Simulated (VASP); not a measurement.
**Zr: single point with r2SCAN**

Zr:

```
Zr
1.0
     3.25340    0.00000    0.00000
    -1.62670    2.81753    0.00000
     0.00000    0.00000    5.18109
Zr
2
Direct
  0.66667 0.33333 0.75000
  0.33333 0.66667 0.25000
```

| Property | Result |
| --- | --- |
| Program | VASP 6.6.1 |
| Task | single point |
| Functional | r2SCAN |
| Potentials or basis | VASP PAW PBE potentials, release 64 (Zr_sv) |
| Cutoff | 520 eV |
| k mesh | 9 × 9 × 5 |
| Occupations | fermi-dirac, width 0.05 eV |
| Spin | no spin polarisation |

```
Pressure               : -1.1 GPa
Band gap on the k mesh : zero (band 12 reaches 9.80 eV, above the bottom of band 13 at 8.49 eV)
```

Levels at points of the mesh, in eV from the Fermi level:
| k point | band 9 | band 10 | band 11 | band 12 | band 13 | band 14 | band 15 | band 16 |
| --- | --- | --- | --- | --- | --- | --- | --- | --- |
| (0.00, 0.00, 0.00) | -6.00 | -3.17 | 0.93 | 0.95 | 0.95 | 1.11 | 1.68 | 1.68 |

Wall time 32 s on 1 thread of Intel(R) Xeon(R) 6975P-C (Granite Rapids) (shared host), peak memory 0.17 GiB.

Caveat: the PAW data sets were made with another functional, which shifts forces and pressure a little.
